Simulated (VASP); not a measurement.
# SiC in VASP: a series of runs

The runs below take SiC through relaxation of the atoms, single point, with PBE.

Everything below comes from runs of VASP 6.6.1. Logs are shortened: lines on timing, memory, paths and dates and some standing lists are left out, and cuts for length are marked.

## 1. The cell of the first run

The cell holds a slab with vacuum, 8 atoms: a = 3.092 Å, b = 3.092 Å, c = 22.241 Å, α = 90.00°, β = 90.00°, γ = 120.00°.

## 2. Relaxation of the atoms, PBE

Input file INCAR:

```
SYSTEM = SiC
PREC = Accurate ; ENCUT = 520
EDIFF = 1E-6 ; ISMEAR = 0
SIGMA = 0.05 ; LREAL = .FALSE.
LASPH = .TRUE. ; NELM = 60
ALGO = Normal ; ISIF = 2
LWAVE = .FALSE. ; LCHARG = .FALSE.
LDIPOL = .TRUE. ; IDIPOL = 3
DIPOL = 0.5 0.5 0.500 ; GGA = PE
IBRION = 2 ; NSW = 70
EDIFFG = -0.03
```

Input file KPOINTS:

```
regular mesh
0
G
  9 9 1
  0 0 0
```

Input file POSCAR:

```
SiC
1.0
    3.0920147210      0.0000000000      0.0000000000
   -1.5460073605      2.6777632973      0.0000000000
    0.0000000000      0.0000000000     22.2405341083
C Si
4 4
Selective dynamics
Direct
    0.3333333333      0.6666666667      0.3147406427  F F F
    0.6666666667      0.3333333333      0.4288076181  F F F
    0.3333333333      0.6666666667      0.5428745934  T T T
    0.6666666667      0.3333333333      0.6569415687  T T T
    0.6666666667      0.3333333333      0.3430584313  F F F
    0.3333333333      0.6666666667      0.4571254066  F F F
    0.6666666667      0.3333333333      0.5711923819  T T T
    0.3333333333      0.6666666667      0.6852593573  T T T
```

Potentials or basis: VASP PAW PBE potentials, release 64 (C, Si).

Command:

```console
cat potpaw_PBE.64/C/POTCAR potpaw_PBE.64/Si/POTCAR > POTCAR
mpirun -np 1 vasp_std > vasp.out
```

OUTCAR:

```text
SYSTEM = SiC
   PREC = Accurate
   ENCUT = 520
   EDIFF = 1E-6
   ISMEAR = 0
   LREAL = .FALSE.
   LASPH = .TRUE.
   NELM = 60
   ISIF = 2
   GGA = PE
   IBRION = 2
   NSW = 70
   EDIFFG = -0.03

 ion  position               nearest neighbor table
   1  0.333  0.667  0.315-   5 1.89   5 1.89   5 1.89
   2  0.667  0.333  0.429-   6 1.89   6 1.89   6 1.89   5 1.91
   3  0.333  0.667  0.543-   7 1.89   7 1.89   7 1.89   6 1.91
   4  0.667  0.333  0.657-   8 1.89   8 1.89   8 1.89   7 1.91
   5  0.667  0.333  0.343-   1 1.89   1 1.89   1 1.89   2 1.91   6 3.10   6 3.10   6 3.10
   6  0.333  0.667  0.457-   2 1.89   2 1.89   2 1.89   3 1.91   5 3.10   7 3.10   7 3.10   5 3.10
                             7 3.10   5 3.10
   7  0.667  0.333  0.571-   3 1.89   3 1.89   3 1.89   4 1.91   6 3.10   6 3.10   6 3.10   8 3.10
                             8 3.10   8 3.10
   8  0.333  0.667  0.685-   4 1.89   4 1.89   4 1.89   7 3.10   7 3.10   7 3.10

  LATTYP: Found a hexagonal cell.
 ALAT       =     3.0920147210
 C/A-ratio  =     7.1928939915

  Lattice vectors:

 A1 = (   3.0920147210,   0.0000000000,   0.0000000000)
 A2 = (  -1.5460073605,   2.6777632973,   0.0000000000)
 A3 = (   0.0000000000,   0.0000000000,  22.2405341083)

Analysis of symmetry for initial positions (statically):
=====================================================================
 Subroutine PRICEL returns:
 Original cell was already a primitive cell.

 Routine SETGRP: Setting up the symmetry group for a
 hexagonal supercell.

 Subroutine GETGRP returns: Found  6 space group operations
 (whereof  6 operations were pure point group operations)
 out of a pool of 24 trial point group operations.

The static configuration has the point symmetry C_3v.

Analysis of symmetry for dynamics (positions and initial velocities):
=====================================================================
 Subroutine PRICEL returns:
 Original cell was already a primitive cell.

 Routine SETGRP: Setting up the symmetry group for a
 hexagonal supercell.

 Subroutine GETGRP returns: Found  6 space group operations
 (whereof  6 operations were pure point group operations)
 out of a pool of 24 trial point group operations.

The dynamic configuration has the point symmetry C_3v.

Analysis of constrained symmetry for selective dynamics:
=====================================================================
 Subroutine PRICEL returns:
 Original cell was already a primitive cell.

 Routine SETGRP: Setting up the symmetry group for a
 hexagonal supercell.

 Subroutine GETGRP returns: Found  6 space group operations
 (whereof  6 operations were pure point group operations)
 out of a pool of 24 trial point group operations.

The constrained configuration has the point symmetry C_3v.

 Subroutine INISYM returns: Found  6 space group operations
 (whereof  6 operations are pure point group operations),
 and found     1 'primitive' translations

----------------------------------------------------------------------------------------

                                     Primitive cell

  volume of cell :     184.1446

  direct lattice vectors                    reciprocal lattice vectors
     3.092014721  0.000000000  0.000000000     0.323413725  0.186723001  0.000000000
    -1.546007360  2.677763297  0.000000000     0.000000000  0.373446003  0.000000000
     0.000000000  0.000000000 22.240534108     0.000000000  0.000000000  0.044962949

  length of vectors
     3.092014721  3.092014721 22.240534108     0.373446003  0.373446003  0.044962949

  position of ions in fractional coordinates (direct lattice)
     0.333333333  0.666666667  0.314740643
     0.666666667  0.333333333  0.428807618
     0.333333333  0.666666667  0.542874593
     0.666666667  0.333333333  0.656941569
     0.666666667  0.333333333  0.343058431
     0.333333333  0.666666667  0.457125407
[... 38 lines left out ...]
 Found     12 irreducible k-points:

 Following reciprocal coordinates:
            Coordinates               Weight
  0.000000  0.000000  0.000000      1.000000
  0.111111  0.000000  0.000000      6.000000
  0.222222  0.000000  0.000000      6.000000
  0.333333  0.000000  0.000000      6.000000
  0.444444  0.000000  0.000000      6.000000
  0.111111  0.111111  0.000000      6.000000
  0.222222  0.111111  0.000000     12.000000
  0.333333  0.111111  0.000000     12.000000
  0.444444  0.111111  0.000000      6.000000
  0.222222  0.222222  0.000000      6.000000
  0.333333  0.222222  0.000000     12.000000
  0.333333  0.333333  0.000000      2.000000
   k-points           NKPTS =     12   k-points in BZ     NKDIM =     12   number of bands    NBANDS=     21
   number of dos      NEDOS =    301   number of ions     NIONS =      8
   total plane-waves  NPLWV =  96768
   dimension x,y,z NGX =    24 NGY =   24 NGZ =  168
   dimension x,y,z NGXF=    48 NGYF=   48 NGZF=  336
   ions per type =               4   4
   NGX,Y,Z   is equivalent  to a cutoff of  12.90, 12.90, 12.56 a.u.
   NGXF,Y,Z  is equivalent  to a cutoff of  25.81, 25.81, 25.12 a.u.
 SYSTEM =  SiC
   PREC   = accura    normal or accurate (medium, high low for compatibility)
   ISTART =      0    job   : 0-new  1-cont  2-samecut
   ICHARG =      2    charge: 1-file 2-atom 10-const
   ISPIN  =      1    spin polarized calculation?
   LNONCOLLINEAR =      F non collinear calculations
   LSORBIT =      F    spin-orbit coupling
   LASPH  =      T    aspherical Exc in radial PAW
   ENCUT  =  520.0 eV  38.22 Ry    6.18 a.u.   5.75  5.75 41.35*2*pi/ulx,y,z
   NELM   =     60;   NELMIN=  2; NELMDL= -5     # of ELM steps
   EDIFF  = 0.1E-05   stopping-criterion for ELM
   LREAL  =      F    real-space projection
   EDIFFG = -.3E-01   stopping-criterion for IOM
   NSW    =     70    number of steps for IOM
   IBRION =      2    ionic relax: 0-MD 1-quasi-New 2-CG
   NFREE  =      1    steps in history (QN), initial steepest desc. (CG)
   ISIF   =      2    stress and relaxation
   ISYM   =      2    0-nonsym 1-usesym 2-fastsym
   POTIM  = 0.5000    time-step for ionic-motion
   TEBEG  =    0.0;   TEEND  =   0.0 temperature during run
   PSTRESS=    0.0 pullay stress
   NELECT =      32.0000    total number of electrons
   NUPDOWN=      -1.0000    fix difference up-down
   EMIN   =  10.00;   EMAX   =-10.00  energy-range for DOS
   EFERMI =   0.00;   METHOD = LEGACY
   ISMEAR =     0;   SIGMA  =   0.05  broadening in eV -4-tet -1-fermi 0-gaus
   EFERMI_NEDOS =   21; number of points for ismear=-14 and -15
   IALGO  =     38    algorithm
   IMIX   =      4    mixing-type and parameters
     AMIX     =   0.40;   BMIX     =  1.00
     AMIX_MAG =   1.60;   BMIX_MAG =  1.00
  volume/ion in A,a.u.               =      23.02       155.33
  Fermi-wavevector in a.u.,A,eV,Ry     =   0.913563  1.726384 11.355387  0.834597
  Thomas-Fermi vector in A             =   2.038089
   LORBIT       =      0    0 simple, 1 ext, 2 COOP (PROOUT), +10 PAW based schemes
   GGA     = PE    functional components
   LHFCALC =     F    Hartree Fock is set to
   AEXX    =    0.0000 exact exchange contribution
   IVDW    =     0    specifies the selected vdW correction
   LEPSILON=     F    determine dielectric tensor
   LRPA    =     F    only Hartree local field effects (RPA)
 conjugate gradient relaxation of ions
 non-spin polarized calculation
 Gauss-broadening in eV      SIGMA  =   0.05
  energy-cutoff  :      520.00
  volume of cell :      184.14
 maximum number of plane-waves:      4990
 NGX is ok and might be reduce to    24
   NGX = 11   NGY = 11   NGZ = 83

 dipolmoment           0.000000      0.000000      0.007687 electrons x Angstroem

--------------------------------------- Ionic step        1  -------------------------------------------

 number of electron      32.0000001 magnetization

 Free energy of the ion-electron system (eV)
  ---------------------------------------------------
  ext. energy  EPLUGINS =         0.00000000
  ---------------------------------------------------
  free energy    TOTEN  =       -55.96139950 eV

  energy without entropy =      -55.95240950  energy(sigma->0) =      -55.95690450

------------------------ aborting loop EDIFF was not reached (unconverged)  ----------------------------

  FORCE on cell =-STRESS in cart. coord.  units (eV):
  Direction    XX          YY          ZZ          XY          YZ          ZX
  --------------------------------------------------------------------------------------
  -------------------------------------------------------------------------------------
  Total       -0.1754929     -0.1754929     -0.1111218      0.0000000      0.0000000      0.0000000
  in kB       -1.5269024     -1.5269024     -0.9668318      0.0000000      0.0000000      0.0000000
  external PRESSURE =      -1.3402122 kB  Pullay stress =       0.0000000 kB
[... 107 lines left out ...]
  FREE ENERGIE OF THE ION-ELECTRON SYSTEM (eV)
  ---------------------------------------------------
  free  energy   TOTEN  =       -55.9893351006 eV

  energy  without entropy=      -55.9817340262  energy(sigma->0) =      -55.98553456

[... ionic steps 4 to 8 ...]

--------------------------------------- Ionic step        9  -------------------------------------------

 number of electron      32.0000001 magnetization

------------------------ aborting loop because EDIFF is reached ----------------------------------------
[... 79 lines left out ...]
--------------------------------------- Ionic step       11  -------------------------------------------

 number of electron      32.0000001 magnetization

 dipolmoment           0.000000      0.000000     -0.108407 electrons x Angstroem

 Free energy of the ion-electron system (eV)
  ---------------------------------------------------
  ext. energy  EPLUGINS =         0.00000000
  ---------------------------------------------------
  free energy    TOTEN  =       -55.99348443 eV

  energy without entropy =      -55.98551290  energy(sigma->0) =      -55.98949867

 E-fermi :   1.1129     XC(G=0):  -5.9502

 val. band max:        1.0801769494   @ k =   0.4444   0.1111   0.0000
 cond. band min:       1.1238064267   @ k =   0.3333   0.2222   0.0000
 fundamental gap:      0.0436294773
 Fermi energy:         1.1129194108

 k-point     1 :       0.0000    0.0000    0.0000
  band No.  band energies     occupation
      1     -15.2749      2.00000
      2     -14.2598      2.00000
      3     -13.1584      2.00000
      4     -11.4268      2.00000
      5      -7.5948      2.00000
      6      -5.2507      2.00000
[... 277 lines left out ...]
     20       5.5711      0.00000
     21       6.7997      0.00000

------------------------ aborting loop because EDIFF is reached ----------------------------------------

 vacuum level on the upper side and lower side of the slab       (xc-potential included)        -1.252         1.124

  FORCE on cell =-STRESS in cart. coord.  units (eV):
  Direction    XX          YY          ZZ          XY          YZ          ZX
  --------------------------------------------------------------------------------------
  -------------------------------------------------------------------------------------
  Total        0.2161540      0.2161540     -0.7591013     -0.0000000     -0.0000000      0.0000000
  in kB        1.8806802      1.8806802     -6.6046734     -0.0000000     -0.0000000      0.0000000
  external PRESSURE =      -0.9477710 kB  Pullay stress =       0.0000000 kB
[... 23 lines left out ...]
  FREE ENERGIE OF THE ION-ELECTRON SYSTEM (eV)
  ---------------------------------------------------
  free  energy   TOTEN  =       -55.9934844339 eV

  energy  without entropy=      -55.9855128964  energy(sigma->0) =      -55.98949867

 reached required accuracy - stopping structural energy minimisation

 vacuum level on the upper side and lower side of the slab         5.266         7.708
```

Wall time 9.8 min (1 thread of Intel Xeon Platinum 8488C (Sapphire Rapids), shared host); peak memory 0.29 GiB.

What came out:

```yaml
Free_energy: -55.9935 eV
Energy_gained_by_relaxing: 4.0 meV/atom
Ionic_steps: 11
Band_gap_on_the_k_mesh: zero (bands 16 and 17 overlap by 0.32 eV)
```

The path:
| step | energy change (eV) | largest force on free atoms (eV/Å) | pressure (GPa) |
| --- | --- | --- | --- |
| 1 | 0.0000 | 0.7672 | -0.13 |
| 2 | -0.0267 | 0.4129 | -0.02 |
| 3 | -0.0279 | 0.2316 | -0.04 |
| 4 | -0.0310 | 0.0850 | 0.02 |
| 5 | -0.0310 | 0.0916 | 0.03 |
| 6 | -0.0315 | 0.0362 | 0.02 |
| 7 | -0.0316 | 0.0440 | 0.02 |
| 8 | -0.0317 | 0.0325 | 0.00 |
| 9 | -0.0319 | 0.0494 | -0.06 |
| 10 | -0.0320 | 0.0322 | -0.07 |
| 11 | -0.0321 | 0.0200 | -0.09 |

Final structure:
```
CELL_PARAMETERS angstrom
3.09201 0.00000 0.00000
-1.54601 2.67776 0.00000
0.00000 0.00000 22.24053
ATOMIC_POSITIONS crystal
C 0.33333 0.66667 0.31474
C 0.66667 0.33333 0.42881
C 0.33333 0.66667 0.54414
C 0.66667 0.33333 0.65938
Si 0.66667 0.33333 0.34306
Si 0.33333 0.66667 0.45713
Si 0.66667 0.33333 0.57084
Si 0.33333 0.66667 0.68486
```

## 3. Relaxation of the atoms, PBE

INCAR is that of step 2.

KPOINTS is that of step 2.

Input file POSCAR:

```
SiC
1.0
    3.0920147208      0.0000000000      0.0000000000
   -1.5460073604      2.6777632971      0.0000000000
    0.0000000000      0.0000000000     22.2405341039
C Si
4 4
Selective dynamics
Direct
    0.3333333333      0.6666666667      0.3147406428  F F F
    0.6666666667      0.3333333333      0.4288076181  F F F
    0.3333333333      0.6666666667      0.5428745933  T T T
    0.6666666667      0.3333333333      0.6569415686  T T T
    0.6666666667      0.3333333333      0.3430584314  F F F
    0.3333333333      0.6666666667      0.4571254067  F F F
    0.6666666667      0.3333333333      0.5711923819  T T T
    0.3333333333      0.6666666667      0.6852593572  T T T
```

Potentials or basis: VASP PAW PBE potentials, release 64 (C, Si).

Command:

```console
cat potpaw_PBE.64/C/POTCAR potpaw_PBE.64/Si/POTCAR > POTCAR
mpirun -np 1 vasp_std > vasp.out
```

Wall time 9.4 min (1 thread of Intel Xeon Platinum 8488C (Sapphire Rapids), shared host); peak memory 0.28 GiB.

It converged, with:

| Quantity | Value |
| --- | --- |
| Free energy | -55.9934 eV |
| Energy gained by relaxing | 3.9 meV/atom |
| Ionic steps | 12 |
| Band gap on the k mesh | zero (bands 16 and 17 overlap by 0.32 eV) |

The path:
```csv
step,energy change (eV),largest force on free atoms (eV/Å),pressure (GPa)
1,0.0000,0.7353,-0.14
2,-0.0258,0.4080,-0.03
3,-0.0269,0.2367,-0.05
4,-0.0304,0.0993,0.02
5,-0.0304,0.0868,0.02
6,-0.0309,0.0442,0.01
7,-0.0310,0.0413,0.01
8,-0.0310,0.0393,0.01
9,-0.0311,0.0335,0.00
10,-0.0312,0.0581,-0.03
11,-0.0313,0.0490,-0.04
12,-0.0314,0.0248,-0.07
```

Final structure:
```
CELL_PARAMETERS angstrom
3.09201 0.00000 0.00000
-1.54601 2.67776 0.00000
0.00000 0.00000 22.24053
ATOMIC_POSITIONS crystal
C 0.33333 0.66667 0.31474
C 0.66667 0.33333 0.42881
C 0.33333 0.66667 0.54420
C 0.66667 0.33333 0.65933
Si 0.66667 0.33333 0.34306
Si 0.33333 0.66667 0.45713
Si 0.66667 0.33333 0.57078
Si 0.33333 0.66667 0.68473
```

Levels at points of the mesh, in eV from the Fermi level:
```
           k point  band 14  band 15  band 16  band 17  band 18  band 19
(0.00, 0.00, 0.00)    -0.63     0.17     0.17     0.20     3.68     4.07
```

## 4. Single point, PBE

Input file INCAR:

```
ALGO = Normal
DIPOL = 0.5 0.5 0.500
EDIFF = 1E-7
ENCUT = 520
GGA = PE
IDIPOL = 3
ISIF = 2
ISMEAR = 0
LASPH = T
LCHARG = T
LDIPOL = T
LELF = T
LREAL = F
LVACPOTAV = T
LVHAR = T
LWAVE = F
NBANDS = 26
NELM = 80
PREC = Accurate
SIGMA = 0.05
```

Input file KPOINTS:

```
k-points
0
Gamma
  9 9 1
```

Input file POSCAR:

```
SiC
1.0
    3.0920147440      0.0000000000      0.0000000000
   -1.5460073720      2.6777633172      0.0000000000
    0.0000000000      0.0000000000     22.2405341912
C Si
4 4
Direct
    0.3333333333      0.6666666667      0.3147406416
    0.6666666667      0.3333333333      0.4288076175
    0.3333333333      0.6666666667      0.5442368995
    0.6666666667      0.3333333333      0.6594687609
    0.6666666667      0.3333333333      0.3430584306
    0.3333333333      0.6666666667      0.4571254065
    0.6666666667      0.3333333333      0.5708942418
    0.3333333333      0.6666666667      0.6849536566
```

Command:

```console
cat potpaw_PBE.64/C/POTCAR potpaw_PBE.64/Si/POTCAR > POTCAR
mpirun -np 1 vasp_std > vasp.out
```

It took 8.7 min on 1 thread of Intel Xeon 8259CL, shared host; peak memory 0.3 GiB.

The run converged. Its results:

```yaml
Free_energy: -55.9935 eV
Largest_force: 3.012 eV/Å
Band_gap_on_the_k_mesh: zero (bands 16 and 17 overlap by 0.32 eV)
```

Forces in eV/Å, atoms in the order of the input:
```
C    0.000  0.000  2.410
C    0.000  0.000  1.278
C    0.000  0.000 -0.010
C    0.000  0.000  0.006
Si   0.000  0.000 -3.012
Si   0.000  0.000 -0.675
Si   0.000  0.000  0.009
Si   0.000  0.000 -0.007
```

Levels at points of the mesh, in eV from the Fermi level:
```tsv
k point	band 12	band 13	band 14	band 15	band 16	band 17	band 18	band 19	band 20	band 21
(0.00, 0.00, 0.00)	-1.34	-1.34	-0.64	0.17	0.17	0.20	3.70	4.08	4.67	5.47
```

## 5. Relaxation of the atoms, PBE

Input file INCAR:

```
SYSTEM = SiC
PREC = Accurate ; ENCUT = 520
EDIFF = 1E-6 ; ISMEAR = 0
SIGMA = 0.05 ; LREAL = .FALSE.
LASPH = .TRUE. ; NELM = 60
ALGO = Normal ; ISIF = 2
LWAVE = .FALSE. ; LCHARG = .FALSE.
LDIPOL = .TRUE. ; IDIPOL = 3
DIPOL = 0.5 0.5 0.500 ; GGA = PE
IBRION = 2 ; NSW = 70
EDIFFG = -0.03
```

Input file KPOINTS:

```
regular mesh
0
G
  9 9 1
  0 0 0
```

Input file POSCAR:

```
SiC
1.0
    3.0920147440      0.0000000000      0.0000000000
   -1.5460073720      2.6777633172      0.0000000000
    0.0000000000      0.0000000000     22.2405341912
C Si
4 4
Selective dynamics
Direct
    0.3333333333      0.6666666667      0.3147406416  F F F
    0.6666666667      0.3333333333      0.4288076175  F F F
    0.3333333333      0.6666666667      0.5428745935  T T T
    0.6666666667      0.3333333333      0.6569415694  T T T
    0.6666666667      0.3333333333      0.3430584306  F F F
    0.3333333333      0.6666666667      0.4571254065  F F F
    0.6666666667      0.3333333333      0.5711923825  T T T
    0.3333333333      0.6666666667      0.6852593584  T T T
```

Command:

```console
cat potpaw_PBE.64/C/POTCAR potpaw_PBE.64/Si/POTCAR > POTCAR
mpirun -np 1 vasp_std > vasp.out
```

It took 17 min on 1 thread of Intel Xeon 8259CL, shared host; peak memory 0.32 GiB.

It converged, with:

```
Free energy               : -55.9935 eV
Energy gained by relaxing : 4.0 meV/atom
Ionic steps               : 13
Band gap on the k mesh    : zero (bands 16 and 17 overlap by 0.32 eV)
```

Step by step:
```csv
step,energy change (eV),largest force on free atoms (eV/Å),pressure (GPa)
1,0.0000,0.8013,-0.12
2,-0.0269,0.4209,-0.01
3,-0.0285,0.2197,-0.03
4,-0.0312,0.0837,0.02
5,-0.0312,0.1001,0.03
6,-0.0316,0.0424,0.02
7,-0.0317,0.0469,0.02
8,-0.0318,0.0337,0.00
9,-0.0321,0.0314,-0.06
10,-0.0320,0.0620,-0.19
11,-0.0322,0.0300,-0.11
12,-0.0322,0.0342,-0.11
13,-0.0322,0.0169,-0.11
```

Final structure:
```cif
data_structure
_symmetry_space_group_name_H-M 'P 1'
_symmetry_Int_Tables_number 1
_cell_length_a 3.0920
_cell_length_b 3.0920
_cell_length_c 22.2405
_cell_angle_alpha 90.000
_cell_angle_beta 90.000
_cell_angle_gamma 120.000
_cell_volume 184.14
loop_
_atom_site_label
_atom_site_type_symbol
_atom_site_fract_x
_atom_site_fract_y
_atom_site_fract_z
_atom_site_occupancy
C1 C 0.33333 0.66667 0.31474 1
C2 C 0.66667 0.33333 0.42881 1
C3 C 0.33333 0.66667 0.54418 1
C4 C 0.66667 0.33333 0.65946 1
Si1 Si 0.66667 0.33333 0.34306 1
Si2 Si 0.33333 0.66667 0.45713 1
Si3 Si 0.66667 0.33333 0.57089 1
Si4 Si 0.33333 0.66667 0.68494 1
```

Levels at points of the mesh, in eV from the Fermi level:
```tsv
k point	band 13	band 14	band 15	band 16	band 17	band 18	band 19	band 20
(0.00, 0.00, 0.00)	-1.34	-0.64	0.17	0.17	0.20	3.70	4.08	4.67
```

The gap in the log of VASP goes by the Fermi energy; the results here count the filled bands.